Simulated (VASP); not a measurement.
## Al: single point with PBEsol

The system is Al.

```
CELL_PARAMETERS angstrom
3.04920 0.00000 0.00000
-1.52460 2.64068 0.00000
0.00000 0.00000 4.63829
ATOMIC_POSITIONS crystal
Al 0.66667 0.33333 0.75000
Al 0.33333 0.66667 0.25000
```

This isn't the form of Al at room conditions, which is fcc.

| Property | Result |
| --- | --- |
| Program | VASP 6.6.1 |
| Task | single point |
| Functional | PBEsol |
| Potentials or basis | VASP PAW PBE potentials, release 64 (Al) |
| Cutoff | 520 eV |
| k mesh | 18 × 18 × 10 |
| Occupations | gaussian, width 0.15 eV |
| Spin | no spin polarisation |
| Dipole correction | no |
| Further INCAR settings | ALGO = Fast; EDIFF = 1e-06; NBANDS = 10 |

| Property | Result |
| --- | --- |
| Pressure | -7.5 GPa |
| Band gap on the k mesh | zero (bands 3 and 4 overlap by 8.00 eV) |

Stress tensor (GPa, compression positive):
```
-8.39  0.00  0.00
 0.00 -8.39  0.00
 0.00  0.00 -5.59
```

Levels at points of the mesh, in eV from the Fermi level:
```
           k point  band 1  band 2  band 3  band 4  band 5  band 6  band 7  band 8
(0.00, 0.00, 0.00)  -10.28   -3.72   -3.35    8.53    8.53    9.47    9.47   11.85
(0.50, 0.00, 0.00)   -5.29   -4.83    0.70    1.60    1.79    1.96    4.32    5.98
(0.00, 0.00, 0.50)   -8.57   -8.57    4.50    4.50    9.96    9.96    9.96    9.96
(0.50, 0.00, 0.50)   -3.67   -3.67   -3.11   -3.11    5.82    5.82    7.15    7.15
```

Run time: 19 s on 1 thread of Intel(R) Xeon(R) 6975P-C (Granite Rapids) (shared host), peak memory 0.19 GiB.

Caveat: the cell stands under tension; the PAW data sets were made with another functional, which shifts forces and pressure a little.
